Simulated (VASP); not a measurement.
# Na2S (Fm-3m) in VASP: settings compared, part 2 of 2

VASP 6.6.1. The steps go on from the part before.

## Step 5: Single point, PBEsol

File INCAR:

```
PREC     = Accurate       # precision mode
ENCUT    = 500            # plane-wave cutoff, eV
EDIFF    = 1E-6           # SCF threshold, eV
ISMEAR   = 0              # smearing method
SIGMA    = 0.01           # smearing width, eV
LREAL    = F              # projectors in reciprocal space
LASPH    = T              # aspherical terms in the spheres
NELM     = 120            # most SCF steps
ALGO     = Normal         # electronic algorithm
ISIF     = 2              # what is computed and relaxed
LWAVE    = F              # write WAVECAR
LCHARG   = F              # write CHGCAR
GGA      = PS             # functional
NBANDS   = 17             # bands
GGA_COMPAT= F
```

File KPOINTS:

```
Automatic mesh
0
Gamma
  6 6 6
```

File POSCAR:

```
Na2S
1.0
    0.0000000000      3.2554324508      3.2554324508
    3.2554324508      0.0000000000      3.2554324508
    3.2554324508      3.2554324508      0.0000000000
S Na
1 2
Direct
    0.0000000000      0.0000000000      0.0000000000
    0.2500000000      0.2500000000      0.2500000000
    0.7500000000      0.7500000000      0.7500000000
```

Potentials or basis: VASP PAW PBE potentials, release 64 (S, Na_pv).

Run with:

```sh
$ cat potpaw_PBE.64/S/POTCAR potpaw_PBE.64/Na_pv/POTCAR > POTCAR
$ mpirun -np 1 vasp_std > vasp.out
```

OUTCAR:

```text
PREC = Accurate
   ENCUT = 500
   EDIFF = 1E-6
   ISMEAR = 0
   LREAL = F
   LASPH = T
   NELM = 120
   ISIF = 2
   GGA = PS

 ion  position               nearest neighbor table
   1  0.000  0.000  0.000-
   2  0.250  0.250  0.250-
   3  0.750  0.750  0.750-

  LATTYP: Found a face centered cubic cell.
 ALAT       =     6.5108649016

  Lattice vectors:

 A1 = (   0.0000000000,   3.2554324508,   3.2554324508)
 A2 = (   3.2554324508,   0.0000000000,   3.2554324508)
 A3 = (   3.2554324508,   3.2554324508,   0.0000000000)

Analysis of symmetry for initial positions (statically):
=====================================================================
 Subroutine PRICEL returns:
 Original cell was already a primitive cell.

 Routine SETGRP: Setting up the symmetry group for a
 face centered cubic supercell.

 Subroutine GETGRP returns: Found 48 space group operations
 (whereof 48 operations were pure point group operations)
 out of a pool of 48 trial point group operations.

The static configuration has the point symmetry O_h .

Analysis of symmetry for dynamics (positions and initial velocities):
=====================================================================
 Subroutine PRICEL returns:
 Original cell was already a primitive cell.

 Routine SETGRP: Setting up the symmetry group for a
 face centered cubic supercell.

 Subroutine GETGRP returns: Found 48 space group operations
 (whereof 48 operations were pure point group operations)
 out of a pool of 48 trial point group operations.

The dynamic configuration has the point symmetry O_h .

 Subroutine INISYM returns: Found 48 space group operations
 (whereof 48 operations are pure point group operations),
 and found     1 'primitive' translations

----------------------------------------------------------------------------------------

                                     Primitive cell

  volume of cell :      69.0011

  direct lattice vectors                    reciprocal lattice vectors
     0.000000000  3.255432451  3.255432451    -0.153589426  0.153589426  0.153589426
     3.255432451  0.000000000  3.255432451     0.153589426 -0.153589426  0.153589426
     3.255432451  3.255432451  0.000000000     0.153589426  0.153589426 -0.153589426

  length of vectors
     4.603876723  4.603876723  4.603876723     0.266024689  0.266024689  0.266024689

  position of ions in fractional coordinates (direct lattice)
     0.000000000  0.000000000  0.000000000
     0.250000000  0.250000000  0.250000000
     0.750000000  0.750000000  0.750000000

  ion indices of the primitive-cell ions
   primitive index   ion index
                 1           1
                 2           2
                 3           3

----------------------------------------------------------------------------------------

 KPOINTS: Automatic mesh

Automatic generation of k-mesh.
 Grid dimensions read from file:
 generate k-points for:    6    6    6

 Generating k-lattice:

  Cartesian coordinates                     Fractional coordinates (reciprocal lattice)
    -0.025598238  0.025598238  0.025598238     0.166666667  0.000000000  0.000000000
     0.025598238 -0.025598238  0.025598238     0.000000000  0.166666667  0.000000000
     0.025598238  0.025598238 -0.025598238     0.000000000  0.000000000  0.166666667

  Length of vectors
     0.044337448  0.044337448  0.044337448

  Shift w.r.t. Gamma in fractional coordinates (k-lattice)
     0.000000000  0.000000000  0.000000000

 Subroutine IBZKPT returns following result:
 ===========================================

 Found     16 irreducible k-points:

 Following reciprocal coordinates:
            Coordinates               Weight
  0.000000  0.000000  0.000000      1.000000
  0.166667  0.000000  0.000000      8.000000
  0.333333  0.000000  0.000000      8.000000
  0.500000  0.000000  0.000000      4.000000
  0.166667  0.166667  0.000000      6.000000
  0.333333  0.166667  0.000000     24.000000
[... 8 lines left out ...]
 -0.333333  0.333333  0.166667     24.000000
 -0.333333  0.500000  0.166667     12.000000
   k-points           NKPTS =     16   k-points in BZ     NKDIM =     16   number of bands    NBANDS=     17
   number of dos      NEDOS =    301   number of ions     NIONS =      3
   total plane-waves  NPLWV =  46656
   dimension x,y,z NGX =    36 NGY =   36 NGZ =   36
   dimension x,y,z NGXF=    72 NGYF=   72 NGZF=   72
   ions per type =               1   2
   NGX,Y,Z   is equivalent  to a cutoff of  13.00, 13.00, 13.00 a.u.
   NGXF,Y,Z  is equivalent  to a cutoff of  26.00, 26.00, 26.00 a.u.
 SYSTEM =  unknown system
   PREC   = accura    normal or accurate (medium, high low for compatibility)
   ISTART =      0    job   : 0-new  1-cont  2-samecut
   ICHARG =      2    charge: 1-file 2-atom 10-const
   ISPIN  =      1    spin polarized calculation?
   LNONCOLLINEAR =      F non collinear calculations
   LSORBIT =      F    spin-orbit coupling
   LASPH  =      T    aspherical Exc in radial PAW
   ENCUT  =  500.0 eV  36.75 Ry    6.06 a.u.   8.39  8.39  8.39*2*pi/ulx,y,z
   NELM   =    120;   NELMIN=  2; NELMDL= -5     # of ELM steps
   EDIFF  = 0.1E-05   stopping-criterion for ELM
   LREAL  =      F    real-space projection
   EDIFFG = 0.1E-04   stopping-criterion for IOM
   NSW    =      0    number of steps for IOM
   IBRION =     -1    ionic relax: 0-MD 1-quasi-New 2-CG
   NFREE  =      0    steps in history (QN), initial steepest desc. (CG)
   ISIF   =      2    stress and relaxation
   ISYM   =      2    0-nonsym 1-usesym 2-fastsym
   POTIM  = 0.5000    time-step for ionic-motion
   TEBEG  =    0.0;   TEEND  =   0.0 temperature during run
   PSTRESS=    0.0 pullay stress
   NELECT =      20.0000    total number of electrons
   NUPDOWN=      -1.0000    fix difference up-down
   EMIN   =  10.00;   EMAX   =-10.00  energy-range for DOS
   EFERMI =   0.00;   METHOD = LEGACY
   ISMEAR =     0;   SIGMA  =   0.01  broadening in eV -4-tet -1-fermi 0-gaus
   EFERMI_NEDOS =   21; number of points for ismear=-14 and -15
   IALGO  =     38    algorithm
   IMIX   =      4    mixing-type and parameters
     AMIX     =   0.40;   BMIX     =  1.00
     AMIX_MAG =   1.60;   BMIX_MAG =  1.00
  volume/ion in A,a.u.               =      23.00       155.21
  Fermi-wavevector in a.u.,A,eV,Ry     =   1.083427  2.047379 15.970697  1.173813
  Thomas-Fermi vector in A             =   2.219492
   LORBIT       =      0    0 simple, 1 ext, 2 COOP (PROOUT), +10 PAW based schemes
   GGA     = PS    functional components
   LHFCALC =     F    Hartree Fock is set to
   AEXX    =    0.0000 exact exchange contribution
   IVDW    =     0    specifies the selected vdW correction
   LEPSILON=     F    determine dielectric tensor
   LRPA    =     F    only Hartree local field effects (RPA)
 non-spin polarized calculation
 Gauss-broadening in eV      SIGMA  =   0.01
  energy-cutoff  :      500.00
  volume of cell :       69.00
 maximum number of plane-waves:      1807
 NGX is ok and might be reduce to    36
   NGX = 17   NGY = 17   NGZ = 17

 number of electron      19.9999984 magnetization

 Free energy of the ion-electron system (eV)
  ---------------------------------------------------
  ext. energy  EPLUGINS =         0.00000000
  ---------------------------------------------------
  free energy    TOTEN  =       -10.37489148 eV

  energy without entropy =      -10.37489148  energy(sigma->0) =      -10.37489148

 E-fermi :   0.2845     XC(G=0):  -8.0063

 val. band max:        0.1713839889   @ k =   0.0000   0.0000   0.0000
 cond. band min:       2.5806836491   @ k =   0.0000   0.0000   0.0000
 fundamental gap:      2.4092996601
 Fermi energy:         0.2844799896

 k-point     1 :       0.0000    0.0000    0.0000
  band No.  band energies     occupation
      1     -21.8670      2.00000
      2     -21.8670      2.00000
      3     -21.8670      2.00000
      4     -21.8095      2.00000
      5     -21.8095      2.00000
      6     -21.8095      2.00000
[... 9 lines left out ...]
     16       9.5009      0.00000
     17      11.3384      0.00000
[... 281 lines left out ...]
 k-point    16 :      -0.3333    0.5000    0.1667
  band No.  band energies     occupation
      1     -21.8921      2.00000
      2     -21.8825      2.00000
      3     -21.8598      2.00000
      4     -21.8211      2.00000
      5     -21.8000      2.00000
      6     -21.7964      2.00000
[... 9 lines left out ...]
     16      11.3325      0.00000
     17      12.1415      0.00000

------------------------ aborting loop because EDIFF is reached ----------------------------------------

  FORCE on cell =-STRESS in cart. coord.  units (eV):
  Direction    XX          YY          ZZ          XY          YZ          ZX
  --------------------------------------------------------------------------------------
  -------------------------------------------------------------------------------------
  Total       -0.0356303     -0.0356303     -0.0356303      0.0000000      0.0000000      0.0000000
  in kB       -0.8273220     -0.8273220     -0.8273220      0.0000000      0.0000000      0.0000000
  external PRESSURE =      -0.8273220 kB  Pullay stress =       0.0000000 kB

 VOLUME and BASIS-vectors are now :
 -----------------------------------------------------------------------------
  energy-cutoff  :      500.00
  volume of cell :       69.00
      direct lattice vectors                 reciprocal lattice vectors
     0.000000000  3.255432451  3.255432451    -0.153589426  0.153589426  0.153589426
     3.255432451  0.000000000  3.255432451     0.153589426 -0.153589426  0.153589426
     3.255432451  3.255432451  0.000000000     0.153589426  0.153589426 -0.153589426

 POSITION                                       TOTAL-FORCE (eV/Angst)
 -----------------------------------------------------------------------------------
      0.00000      0.00000      0.00000        -0.000000     -0.000000      0.000000
      1.62772      1.62772      1.62772         0.000000      0.000000     -0.000000
      4.88315      4.88315      4.88315        -0.000000     -0.000000      0.000000
 -----------------------------------------------------------------------------------
    total drift:                                0.000000      0.000000      0.000000

  FREE ENERGIE OF THE ION-ELECTRON SYSTEM (eV)
  ---------------------------------------------------
  free  energy   TOTEN  =       -10.3748914803 eV

  energy  without entropy=      -10.3748914803  energy(sigma->0) =      -10.37489148
```

Wall time 44 s (1 thread of AMD EPYC 7R43 (Zen 3), shared host); peak memory 0.16 GiB.

Results:

| Property | Result |
| --- | --- |
| Free energy | -10.3749 eV |
| Pressure | -0.1 GPa |
| Band gap on the k mesh | 2.41 eV, direct |

Levels at points of the mesh, in eV from the valence-band top:
```
           k point  band 8  band 9  band 10  band 11  band 12  band 13
(0.00, 0.00, 0.00)    0.00    0.00     0.00     2.41     7.71     7.71
(0.50, 0.00, 0.00)   -1.70   -0.14    -0.14     4.76     6.37     7.09
(0.50, 0.50, 0.00)   -1.52   -0.47    -0.47     3.70     5.99     8.51
```

Caveat: the PAW data sets were made with another functional, which shifts forces and pressure a little.

## Step 6: Summary

| level | potentials or basis | k mesh | cutoff (eV) | gap on the mesh (eV) | pressure (GPa) |
| --- | --- | --- | --- | --- | --- |
| PBE | VASP PAW PBE potentials, release 64 (S, Na_pv) | 4 × 4 × 4 | 500 | 2.53 | 0.9 |
| LDA | VASP PAW LDA potentials, release 64 (S, Na_pv) | 6 × 6 × 6 | 500 | 2.30 | -1.7 |
| r2SCAN | VASP PAW PBE potentials, release 64 (S, Na_pv) | 6 × 6 × 6 | 550 | 3.11 | -0.1 |
| PBEsol | VASP PAW PBE potentials, release 64 (S, Na_pv) | 6 × 6 × 6 | 500 | 2.41 | -0.1 |

Alike in all rows: task single point; no spin polarisation; cell as given; smearing gaussian 0.01 eV.

Caveats: the PAW data sets were made with another functional, which shifts forces and pressure a little (some runs).

Total energies depend on the potentials used, so only differences within one code and one set of settings carry meaning.
